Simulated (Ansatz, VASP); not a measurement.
Se in VASP and in Ansatz

Contents of INCAR:

```
PREC = Accurate
ENCUT = 600
EDIFF = 1E-7
ISMEAR = -1
SIGMA = 0.1
LREAL = F
LASPH = T
NELM = 60
ALGO = Normal
ISIF = 3
LWAVE = F
LCHARG = F
GGA = RE
IBRION = 2
NSW = 80
EDIFFG = -0.01
```

KPOINTS

```
regular mesh
0
Gamma
  9 9 9
```

POSCAR

```
Se
1.0
    0.0000000000      3.0878327507      3.0878327507
    3.0878327507      0.0000000000      3.0878327507
    3.0878327507      3.0878327507      0.0000000000
Se
2
Direct
    0.1250000000      0.1250000000      0.1250000000
    0.8750000000      0.8750000000      0.8750000000
```

Input for Ansatz:

```yaml
crystal:
  lattice:
    - [0.0, 3.0878327507, 3.0878327507]
    - [3.0878327507, 0.0, 3.0878327507]
    - [3.0878327507, 3.0878327507, 0.0]
  atoms:
    - { symbol: Se, position: [0.125, 0.125, 0.125] }
    - { symbol: Se, position: [0.875, 0.875, 0.875] }
hamiltonian:
  xc: revpbe
  pseudopotentials:
    kind: paw
    azcp:
      Se: "pseudopotentials/Se.paw.azcp"
basis:
  ecutwfc: 420
  fft_grid_basis: typed
kpoints:
  mp_grid: { grid: [9, 9, 9], shift: [0, 0, 0] }
magnetization:
  spin_polarized: false
scf:
  occupations: { method: fermi_dirac, width: 0.1 }
relax:
  max_steps: 60
  f_tol: 0.01
  cell: {}
```

Alike in both runs: task relaxation of cell and atoms; functional revPBE; k mesh 9 × 9 × 9; occupations fermi-dirac, width 0.1 eV; no spin polarisation.

```csv
,VASP,Ansatz
version,VASP 6.6.1,Ansatz 0.2.0
potentials or method,"VASP PAW PBE potentials, release 64 (Se), cutoff 600 eV","plane waves (420 eV) with PAW, scalar-relativistic"
valence electrons in the cell,12,32
```

|  | VASP | Ansatz | Ansatz less VASP |
| --- | --- | --- | --- |
| relaxed volume (Å³/atom) | 32.63 | 32.66 | +0.020 |
| relaxed cell length with the largest relative difference (Å) | 4.519 | 4.520 | +0.0009 |

VASP's potentials were made for PBE, not for revPBE. VASP's potentials hold 12 valence electrons a cell and Ansatz's 32, so a difference there can come from the potentials and not from the codes.
